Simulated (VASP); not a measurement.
Write the native input for VASP 6.6.1 that does the following.

| Item | Value |
| --- | --- |
| Task | single point |
| Functional | PBE |
| Potentials or basis | VASP PAW PBE potentials, release 64 (Sr_sv, Si) |
| Cutoff | 520 eV |
| k mesh | 6 × 6 × 6 |
| Occupations | gaussian, width 0.1 eV |
| Spin | no spin polarisation |
| Dipole correction | no |
| Further INCAR settings | ALGO = Normal; EDIFF = 1e-07; NBANDS = 21 |

The structure of SrSi4 lies in POSCAR:

```
SrSi4
1.0
    1.7285443900     -5.6664892300      0.0000000000
    1.7285443900      5.6664892300      0.0000000000
    0.0000000000      0.0000000000      3.5958592300
Sr Si
1 4
Direct
    0.5000000000      0.5000000000      0.0000000000
    0.0940261200      0.9059738800      0.5000000000
    0.9059738800      0.0940261200      0.5000000000
    0.1949989000      0.8050011000      0.0000000000
    0.8050011000      0.1949989000      0.0000000000
```

The cell was generated, and may not be a known phase.

These files were run (other wordings do the same):

INCAR

```
SYSTEM = SrSi4
PREC = Accurate
ENCUT = 520
EDIFF = 1E-7
ISMEAR = 0
SIGMA = 0.1
LREAL = .False.
LASPH = .True.
NELM = 100
ALGO = Normal
ISIF = 2
LWAVE = .False.
LCHARG = .True.
GGA = PE
LELF = .True.
LVHAR = .True.
NBANDS = 21
```

KPOINTS

```
regular mesh
0
Gamma
  6 6 6
  0 0 0
```

Potentials or basis: VASP PAW PBE potentials, release 64 (Sr_sv, Si).

Launch:

```sh
$ cat potpaw_PBE.64/Sr_sv/POTCAR potpaw_PBE.64/Si/POTCAR > POTCAR
$ mpirun -np 1 vasp_std > vasp.out
```

It gave:

```json
{
  "Pressure": "68.5 GPa",
  "Largest force": "1.447 eV/Å",
  "Band gap on the k mesh": "zero (bands 13 and 14 overlap by 2.72 eV)"
}
```

Caveat: the stress differs along the axes, from 63 to 76 GPa; forces of over 1 eV/Å act on the atoms, so gaps and moduli don't describe the material at rest.

Wall time 2.6 min on 1 thread of Oxide Virtual Turin-like Processor, with other jobs on the host, peak memory 0.24 GiB.
